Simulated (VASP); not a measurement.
Runs of VASP 6.6.1 on Ge. The structure is that of space group I4_1/amd (No. 141), or close to it. The cells are those of the table. 

```tsv
cell	gap on the mesh (eV)	pressure (GPa)
a = 4.164, b = 4.164, c = 4.000 Å, angles 61.3, 61.3, 57.4°, 2 atoms	none	-5.3
a = 4.013, b = 4.013, c = 4.321 Å, angles 57.4, 57.4, 65.1°, 2 atoms	none	-5.2
a = 3.844, b = 3.844, c = 3.680 Å, angles 61.4, 61.4, 57.2°, 2 atoms	none	(a)
a = 4.164, b = 4.164, c = 4.321 Å, angles 58.7, 58.7, 62.5°, 2 atoms	none	-8.1
a = 4.013, b = 4.013, c = 3.680 Å, angles 62.7, 62.7, 54.6°, 2 atoms	none	6.0
a = 3.844, b = 3.844, c = 4.000 Å, angles 58.6, 58.6, 62.7°, 2 atoms	none	(b)
```

Alike in all rows: task single point; level LDA; potentials or basis VASP PAW LDA potentials, release 64 (Ge_d); no spin polarisation; k mesh 14 × 14 × 14; cutoff (eV) 520; smearing gaussian 0.15 eV.

Q: Estimate the missing entries.

A: (a) 15.1; (b) 5.6.

A k mesh can miss the band edges, and the runs leave out spin-orbit coupling on Ge.

A gap of «none» marks levels without a gap at the run's occupations.
